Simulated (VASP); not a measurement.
Here is a VASP 6.6.1 calculation.

File POSCAR:

```
InP2
1.0
    5.4651870000      0.0000000000      0.0000000000
    0.0000000000      6.2514110000      0.0000000000
    0.0000000000      0.0000000000      3.0425890000
In P
2 4
Direct
    0.0000000000      0.0000000000      0.0000000000
    0.5000000000      0.5000000000      0.5000000000
    0.1701000000      0.3671000000      0.0000000000
    0.8299000000      0.6329000000      0.0000000000
    0.6701000000      0.1329000000      0.5000000000
    0.3299000000      0.8671000000      0.5000000000
```

INCAR.step1

```
ALGO = Normal
EDIFF = 1E-5
ENCUT = 550
GGA = PE
GGA_COMPAT = F
ISMEAR = -1
LASPH = T
LCHARG = F
LREAL = F
LWAVE = T
NBANDS = 32
NELM = 120
PREC = Accurate
SIGMA = 0.1014
```

Contents of INCAR.step2:

```
ALGO = Normal
EDIFF = 1E-6
ENCUT = 550
GGA_COMPAT = F
ISIF = 2
ISMEAR = -1
ISTART = 1
LASPH = T
LCHARG = F
LMIXTAU = T
LREAL = F
LWAVE = F
METAGGA = R2SCAN
NBANDS = 32
NELM = 120
PREC = Accurate
SIGMA = 0.1014
```

File KPOINTS:

```
k-points
0
Gamma
  6 6 11
```

Potentials or basis: VASP PAW PBE potentials, release 64 (In_d, P).

The run is started by

```console
$ cat potpaw_PBE.64/In_d/POTCAR potpaw_PBE.64/P/POTCAR > POTCAR
$ cp INCAR.step1 INCAR
$ mpirun -np 1 vasp_std > vasp.out
$ cp INCAR.step2 INCAR
$ mpirun -np 1 vasp_std > vasp.out
```

(1) Predict the band gap on the k mesh.

(2) Estimate the pressure.

Results:

(1) zero (bands 23 and 24 overlap by 4.15 eV).

(2) 22.5 GPa.

Caveat: the stress differs along the axes, from 16 to 31 GPa; the PAW data sets were made with another functional, which shifts forces and pressure a little; spin-orbit coupling is left out, which moves the levels of the heavy elements.
